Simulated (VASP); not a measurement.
# CoSi2 (Amm2) in VASP: single point with PBE

Aim: the single point of CoSi2 with PBE.

Program: VASP 6.6.1. These are calculated values, not measurements. Logs are shortened: lines on timing, memory, paths and dates and some standing lists are left out, and cuts for length are marked.

### Step 1. The cell of the first run

It takes space group Amm2 (No. 38, orthorhombic). Conventional cell: a = 5.360 Å, b = 7.580 Å, c = 7.580 Å, α = 90.00°, β = 90.00°, γ = 90.00°. Within 2.8 Å of Co (site symmetry mm2) lie 8 Si at 2.08 to 2.57 Å. Co (site symmetry mm2) has 8 Si at 2.32 Å within 3.1 Å. Co (site symmetry m) has 8 Si at 2.32 Å within 3.1 Å. Within 3.1 Å of Si (site symmetry m) lie 4 Co at 2.32 to 2.57 Å and 6 Si at 2.68 Å. Si (site symmetry m) has 4 Co at 2.08 to 2.32 Å and 6 Si at 2.68 Å within 2.8 Å. Within 3.1 Å of Si (site symmetry 1) lie 4 Co at 2.32 to 2.34 Å and 6 Si at 2.68 Å.

### Step 2. Single point, PBE (atom 1 (Co) moved -0.300 Å towards its neighbour atom 2 (Co) at 3.790 Å)

The input, INCAR:

```
  ALGO = Fast
  EDIFF = 1E-6
  ENCUT = 520
  GGA = PE
  ISIF = 2
  ISMEAR = 0
  LASPH = T
  LCHARG = T
  LELF = T
  LREAL = F
  LVHAR = T
  LWAVE = F
  NBANDS = 46
  NELM = 60
  PREC = Accurate
  SIGMA = 0.15
```

The input, KPOINTS:

```
k-points
0
Gamma
  10 10 10
```

The input, POSCAR:

```
CoSi2
1.0
    5.3598781157      0.0000000000      0.0000000000
    0.0000000000     -5.3598781157      0.0000000000
    0.0000000000      0.0000000000     -5.3598781157
Co Si
4 8
Direct
    0.5395777721      0.5395777721      1.0000000000
    0.0000000000      0.0000000000      1.0000000000
    0.0000000000      0.5000000000      0.5000000000
    0.5000000000      0.0000000000      0.5000000000
    0.2500000000      0.2500000000      0.2500000000
    0.7500000000      0.7500000000      0.2500000000
    0.7500000000      0.2500000000      0.7500000000
    0.2500000000      0.7500000000      0.7500000000
    0.7500000000      0.7500000000      0.7500000000
    0.2500000000      0.2500000000      0.7500000000
    0.2500000000      0.7500000000      0.2500000000
    0.7500000000      0.2500000000      0.2500000000
```

Potentials or basis: VASP PAW PBE potentials, release 64 (Co, Si).

The run is started by

```
> cat potpaw_PBE.64/Co/POTCAR potpaw_PBE.64/Si/POTCAR > POTCAR
> mpirun -np 1 vasp_std > vasp.out
```

OUTCAR:

```text
EDIFF = 1E-6
   ENCUT = 520
   GGA = PE
   ISIF = 2
   ISMEAR = 0
   LASPH = T
   LREAL = F
   NELM = 60
   PREC = Accurate

 ion  position               nearest neighbor table
   1  0.540  0.540  0.000-   6 2.08   9 2.08   8 2.34   7 2.34  11 2.34  12 2.34   5 2.57  10 2.57

   2  0.000  0.000  0.000-   5 2.32   6 2.32   7 2.32   8 2.32   9 2.32  10 2.32  11 2.32  12 2.32

   3  0.000  0.500  0.500-   5 2.32   6 2.32   7 2.32   8 2.32   9 2.32  10 2.32  11 2.32  12 2.32

   4  0.500  0.000  0.500-   5 2.32   6 2.32   7 2.32   8 2.32   9 2.32  10 2.32  11 2.32  12 2.32

   5  0.250  0.250  0.250-   2 2.32   3 2.32   4 2.32   1 2.57  10 2.68  11 2.68  12 2.68  10 2.68
                            11 2.68  12 2.68
   6  0.750  0.750  0.250-   1 2.08   2 2.32   3 2.32   4 2.32   9 2.68  11 2.68  12 2.68   9 2.68
                            12 2.68  11 2.68
   7  0.750  0.250  0.750-   2 2.32   3 2.32   4 2.32   1 2.34   9 2.68  10 2.68  12 2.68  12 2.68
                             9 2.68  10 2.68
   8  0.250  0.750  0.750-   2 2.32   3 2.32   4 2.32   1 2.34   9 2.68  10 2.68  11 2.68  11 2.68
                            10 2.68   9 2.68
   9  0.750  0.750  0.750-   1 2.08   2 2.32   3 2.32   4 2.32   6 2.68   7 2.68   8 2.68   6 2.68
                             7 2.68   8 2.68
  10  0.250  0.250  0.750-   2 2.32   3 2.32   4 2.32   1 2.57   5 2.68   7 2.68   8 2.68   5 2.68
                             8 2.68   7 2.68
  11  0.250  0.750  0.250-   2 2.32   3 2.32   4 2.32   1 2.34   5 2.68   6 2.68   8 2.68   8 2.68
                             5 2.68   6 2.68
  12  0.750  0.250  0.250-   2 2.32   3 2.32   4 2.32   1 2.34   5 2.68   6 2.68   7 2.68   7 2.68
                             6 2.68   5 2.68

  LATTYP: Found a simple cubic cell.
 ALAT       =     5.3598781157

  Lattice vectors:

 A1 = (   5.3598781157,   0.0000000000,   0.0000000000)
 A2 = (   0.0000000000,  -5.3598781157,   0.0000000000)
 A3 = (   0.0000000000,   0.0000000000,  -5.3598781157)

Analysis of symmetry for initial positions (statically):
=====================================================================
 Subroutine PRICEL returns:
 Original cell was already a primitive cell.

 Routine SETGRP: Setting up the symmetry group for a
 simple cubic supercell.

 Subroutine GETGRP returns: Found  4 space group operations
 (whereof  4 operations were pure point group operations)
 out of a pool of 48 trial point group operations.

The static configuration has the point symmetry C_2v.

Analysis of symmetry for dynamics (positions and initial velocities):
=====================================================================
 Subroutine PRICEL returns:
 Original cell was already a primitive cell.

 Routine SETGRP: Setting up the symmetry group for a
 simple cubic supercell.

 Subroutine GETGRP returns: Found  4 space group operations
 (whereof  4 operations were pure point group operations)
 out of a pool of 48 trial point group operations.

The dynamic configuration has the point symmetry C_2v.

 Subroutine INISYM returns: Found  4 space group operations
 (whereof  4 operations are pure point group operations),
 and found     1 'primitive' translations

----------------------------------------------------------------------------------------

                                     Primitive cell

  volume of cell :     153.9802

  direct lattice vectors                    reciprocal lattice vectors
     5.359878116  0.000000000  0.000000000     0.186571407  0.000000000  0.000000000
     0.000000000 -5.359878116  0.000000000     0.000000000 -0.186571407  0.000000000
     0.000000000  0.000000000 -5.359878116     0.000000000  0.000000000 -0.186571407

  length of vectors
     5.359878116  5.359878116  5.359878116     0.186571407  0.186571407  0.186571407

  position of ions in fractional coordinates (direct lattice)
     0.539577772  0.539577772  0.000000000
     0.000000000  0.000000000  0.000000000
     0.000000000  0.500000000  0.500000000
     0.500000000  0.000000000  0.500000000
     0.250000000  0.250000000  0.250000000
     0.750000000  0.750000000  0.250000000
     0.750000000  0.250000000  0.750000000
     0.250000000  0.750000000  0.750000000
     0.750000000  0.750000000  0.750000000
     0.250000000  0.250000000  0.750000000
     0.250000000  0.750000000  0.250000000
     0.750000000  0.250000000  0.250000000

  ion indices of the primitive-cell ions
   primitive index   ion index
                 1           1
                 2           2
                 3           3
                 4           4
                 5           5
                 6           6
                 7           7
                 8           8
                 9           9
                10          10
                11          11
                12          12

----------------------------------------------------------------------------------------

 KPOINTS: k-points

Automatic generation of k-mesh.
 Grid dimensions read from file:
 generate k-points for:   10   10   10

 Generating k-lattice:

  Cartesian coordinates                     Fractional coordinates (reciprocal lattice)
     0.018657141  0.000000000  0.000000000     0.100000000  0.000000000  0.000000000
     0.000000000 -0.018657141  0.000000000     0.000000000  0.100000000  0.000000000
     0.000000000  0.000000000 -0.018657141     0.000000000  0.000000000  0.100000000

  Length of vectors
     0.018657141  0.018657141  0.018657141

  Shift w.r.t. Gamma in fractional coordinates (k-lattice)
     0.000000000  0.000000000  0.000000000

 Subroutine IBZKPT returns following result:
 ===========================================

 Found    186 irreducible k-points:

 Following reciprocal coordinates:
            Coordinates               Weight
  0.000000  0.000000  0.000000      1.000000
  0.100000  0.000000  0.000000      4.000000
  0.000000  0.000000  0.100000      2.000000
  0.200000  0.000000  0.000000      4.000000
  0.000000  0.000000  0.200000      2.000000
  0.300000  0.000000  0.000000      4.000000
[... 16 lines left out ...]
  0.400000  0.100000  0.000000      4.000000
  0.000000  0.400000  0.100000      8.000000
 [... further k-points ...]
   k-points           NKPTS =    186   k-points in BZ     NKDIM =    186   number of bands    NBANDS=     46
   number of dos      NEDOS =    301   number of ions     NIONS =     12
   total plane-waves  NPLWV =  64000
   dimension x,y,z NGX =    40 NGY =   40 NGZ =   40
   dimension x,y,z NGXF=    80 NGYF=   80 NGZF=   80
   ions per type =               4   8
   NGX,Y,Z   is equivalent  to a cutoff of  12.41, 12.41, 12.41 a.u.
   NGXF,Y,Z  is equivalent  to a cutoff of  24.81, 24.81, 24.81 a.u.
 SYSTEM =  unknown system
   PREC   = accura    normal or accurate (medium, high low for compatibility)
   ISTART =      0    job   : 0-new  1-cont  2-samecut
   ICHARG =      2    charge: 1-file 2-atom 10-const
   ISPIN  =      1    spin polarized calculation?
   LNONCOLLINEAR =      F non collinear calculations
   LSORBIT =      F    spin-orbit coupling
   LASPH  =      T    aspherical Exc in radial PAW
   ENCUT  =  520.0 eV  38.22 Ry    6.18 a.u.   9.97  9.97  9.97*2*pi/ulx,y,z
   NELM   =     60;   NELMIN=  2; NELMDL= -5     # of ELM steps
   EDIFF  = 0.1E-05   stopping-criterion for ELM
   LREAL  =      F    real-space projection
   EDIFFG = 0.1E-04   stopping-criterion for IOM
   NSW    =      0    number of steps for IOM
   IBRION =     -1    ionic relax: 0-MD 1-quasi-New 2-CG
   NFREE  =      0    steps in history (QN), initial steepest desc. (CG)
   ISIF   =      2    stress and relaxation
   ISYM   =      2    0-nonsym 1-usesym 2-fastsym
   POTIM  = 0.5000    time-step for ionic-motion
   TEBEG  =    0.0;   TEEND  =   0.0 temperature during run
   PSTRESS=    0.0 pullay stress
   NELECT =      68.0000    total number of electrons
   NUPDOWN=      -1.0000    fix difference up-down
   EMIN   =  10.00;   EMAX   =-10.00  energy-range for DOS
   EFERMI =   0.00;   METHOD = LEGACY
   ISMEAR =     0;   SIGMA  =   0.15  broadening in eV -4-tet -1-fermi 0-gaus
   EFERMI_NEDOS =   21; number of points for ismear=-14 and -15
   IALGO  =     68    algorithm
   IMIX   =      4    mixing-type and parameters
     AMIX     =   0.40;   BMIX     =  1.00
     AMIX_MAG =   1.60;   BMIX_MAG =  1.00
  volume/ion in A,a.u.               =      12.83        86.59
  Fermi-wavevector in a.u.,A,eV,Ry     =   1.246684  2.355890 21.146444  1.554220
  Thomas-Fermi vector in A             =   2.380850
   LORBIT       =      0    0 simple, 1 ext, 2 COOP (PROOUT), +10 PAW based schemes
   GGA     = PE    functional components
   LHFCALC =     F    Hartree Fock is set to
   AEXX    =    0.0000 exact exchange contribution
   IVDW    =     0    specifies the selected vdW correction
   LEPSILON=     F    determine dielectric tensor
   LRPA    =     F    only Hartree local field effects (RPA)
 non-spin polarized calculation
 RMM-DIIS sequential band-by-band and
 Gauss-broadening in eV      SIGMA  =   0.15
  energy-cutoff  :      520.00
  volume of cell :      153.98
 maximum number of plane-waves:      4224
   NGX = 19   NGY = 19   NGZ = 19

 number of electron      67.9999984 magnetization

 Free energy of the ion-electron system (eV)
  ---------------------------------------------------
  ext. energy  EPLUGINS =         0.00000000
  ---------------------------------------------------
  free energy    TOTEN  =       -76.55655851 eV

  energy without entropy =      -76.50994012  energy(sigma->0) =      -76.53324932

 E-fermi :  10.0655     XC(G=0): -11.7331

 val. band max:       10.0579037823   @ k =   0.4000   0.4000   0.4000
 cond. band min:      10.0662412025   @ k =  -0.3000   0.4000   0.0000
 fundamental gap:      0.0083374202
 Fermi energy:        10.0654537992

 k-point     1 :       0.0000    0.0000    0.0000
  band No.  band energies     occupation
      1      -3.0412      2.00000
      2       1.0062      2.00000
      3       1.0156      2.00000
      4       1.0190      2.00000
      5       2.8726      2.00000
      6       2.8861      2.00000
[... 38 lines left out ...]
     45      13.6405      0.00000
     46      13.7292      0.00000
[... 1086 lines left out ...]
      6       2.3811      2.00000
[... 38 lines left out ...]
     45      15.1372      0.00000
     46      15.2183      0.00000

 [... further k-points ...]
[... 5 lines left out ...]
  --------------------------------------------------------------------------------------
  -------------------------------------------------------------------------------------
  Total        1.6508769      1.6508769      2.4183121     -1.8196386      0.0000000      0.0000000
  in kB       17.1775223     17.1775223     25.1627546    -18.9335030      0.0000000      0.0000000
  external PRESSURE =      19.8392664 kB  Pullay stress =       0.0000000 kB

 VOLUME and BASIS-vectors are now :
 -----------------------------------------------------------------------------
  energy-cutoff  :      520.00
  volume of cell :      153.98
      direct lattice vectors                 reciprocal lattice vectors
     5.359878116  0.000000000  0.000000000     0.186571407  0.000000000  0.000000000
     0.000000000 -5.359878116  0.000000000     0.000000000 -0.186571407  0.000000000
     0.000000000  0.000000000 -5.359878116     0.000000000  0.000000000 -0.186571407

 POSITION                                       TOTAL-FORCE (eV/Angst)
 -----------------------------------------------------------------------------------
      2.89207     -2.89207      0.00000        -3.234021      3.234021      0.000000
      0.00000      0.00000      0.00000         0.275443     -0.275443      0.000000
      0.00000     -2.67994     -2.67994         0.298015      0.191037      0.000000
      2.67994      0.00000     -2.67994        -0.191037     -0.298015      0.000000
      1.33997     -1.33997     -1.33997         0.253132     -0.253132      0.180901
      4.01991     -4.01991     -1.33997         1.053664     -1.053664     -1.246034
      4.01991     -1.33997     -4.01991         0.049978     -0.069025     -0.009744
      1.33997     -4.01991     -4.01991         0.069025     -0.049978     -0.009744
      4.01991     -4.01991     -4.01991         1.053664     -1.053664      1.246034
      1.33997     -1.33997     -4.01991         0.253132     -0.253132     -0.180901
      1.33997     -4.01991     -1.33997         0.069025     -0.049978      0.009744
      4.01991     -1.33997     -1.33997         0.049978     -0.069025      0.009744
 -----------------------------------------------------------------------------------
    total drift:                                0.000107     -0.000107     -0.000005

  FREE ENERGIE OF THE ION-ELECTRON SYSTEM (eV)
  ---------------------------------------------------
  free  energy   TOTEN  =       -76.5565585135 eV

  energy  without entropy=      -76.5099401192  energy(sigma->0) =      -76.53324932
```

Run time: 36 min. Hardware: 1 thread of Oxide Virtual Turin-like, shared host; peak memory 0.91 GiB.

Results:

```yaml
Free_energy: -76.5566 eV
Pressure: 2.0 GPa
Largest_force: 4.574 eV/Å
Band_gap_on_the_k_mesh: zero (bands 34 and 35 overlap by 1.21 eV)
```

Forces on the atoms (eV/Å):
```
Co  -3.234  3.234  0.000
Co   0.275 -0.275  0.000
Co   0.298  0.191  0.000
Co  -0.191 -0.298  0.000
Si   0.253 -0.253  0.181
Si   1.054 -1.054 -1.246
Si   0.050 -0.069 -0.010
Si   0.069 -0.050 -0.010
Si   1.054 -1.054  1.246
Si   0.253 -0.253 -0.181
Si   0.069 -0.050  0.010
Si   0.050 -0.069  0.010
```

Stress tensor (GPa, compression positive):
```
 1.72 -1.89  0.00
-1.89  1.72  0.00
 0.00  0.00  2.52
```

Caveat: the cell differs from its parent crystal (atom 1 (Co) moved -0.300 Å towards its neighbour atom 2 (Co) at 3.790 Å); the run has no spin polarisation, though such a crystal can be magnetic; forces of over 1 eV/Å act on the atoms, so gaps and moduli don't describe the material at rest.
